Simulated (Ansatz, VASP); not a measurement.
Two plane-wave programs on MgC

INCAR

```
SYSTEM = MgC
  PREC = Accurate
  ENCUT = 520
  EDIFF = 1E-6
  ISMEAR = 0
  SIGMA = 0.1
  LREAL = .False.
  LASPH = .True.
  NELM = 100
  ALGO = Normal
  ISIF = 2
  LWAVE = .False.
  LCHARG = .False.
  GGA = PE
  NBANDS = 22
```

File KPOINTS:

```
regular mesh
0
Gamma
  8 6 4
  0 0 0
```

The input POSCAR:

```
MgC
1.0
    0.0000000000      0.0000000000      2.7206796699
    1.8436608085     -4.1491393363      0.0000000000
    5.5309824255      4.1491393363      0.0000000000
Mg C
4 4
Direct
    0.2500000000      0.7806334507      0.0731221831
    0.2500000000      0.2806334507      0.5731221831
    0.7500000000      0.7193665493      0.4268778169
    0.7500000000      0.2193665493      0.9268778169
    0.2500000000      0.3312379897      0.2229206701
    0.2500000000      0.8312379897      0.7229206701
    0.7500000000      0.1687620103      0.2770793299
    0.7500000000      0.6687620103      0.7770793299
```

Input for Ansatz:

```yaml
crystal:
  lattice:
    - [0.0, 0.0, 2.7206796699]
    - [1.8436608085, -4.1491393363, 0.0]
    - [5.5309824255, 4.1491393363, 0.0]
  atoms:
    - { symbol: Mg, position: [0.25, 0.7806334507, 0.0731221831] }
    - { symbol: Mg, position: [0.25, 0.2806334507, 0.5731221831] }
    - { symbol: Mg, position: [0.75, 0.7193665493, 0.4268778169] }
    - { symbol: Mg, position: [0.75, 0.2193665493, 0.9268778169] }
    - { symbol: C, position: [0.25, 0.3312379897, 0.2229206701] }
    - { symbol: C, position: [0.25, 0.8312379897, 0.7229206701] }
    - { symbol: C, position: [0.75, 0.1687620103, 0.2770793299] }
    - { symbol: C, position: [0.75, 0.6687620103, 0.7770793299] }
basis:
  ecutwfc: 420
kpoints:
  mp_grid: { grid: [8, 6, 4] }
hamiltonian:
  xc: pbe
scf:
  occupations: { method: gaussian, width: 0.1 }
output:
  forces: true
  stress: true
  eigenvalues: true
```

Alike in both runs: task single point; functional PBE; k mesh 8 × 6 × 4; occupations gaussian, width 0.1 eV; no spin polarisation.

```csv
,VASP,Ansatz
version,VASP 6.6.1,Ansatz 0.2.0
potentials or method,"VASP PAW PBE potentials, release 64 (Mg, C), cutoff 520 eV","scalar-relativistic, plane waves, PAW"
valence electrons in the cell,24,56
```

```csv
,VASP,Ansatz,Ansatz less VASP
gap on the k mesh at the Fermi level (eV),none,none,-
pressure (GPa),-0.1,0.1,+0.20
"traceless stress, the component that is largest in VASP (GPa)",-0.41,-0.24,+0.177
rms of the force components (eV/Å),0.023,0.017,-0.0061
```

Atom by atom the forces differ by 0.008 eV/Å (rms over components). A gap of «none» marks a metal or a gap that the smearing closes. VASP's potentials hold 24 valence electrons a cell and Ansatz's 56, so a difference there can come from the potentials and not from the codes.
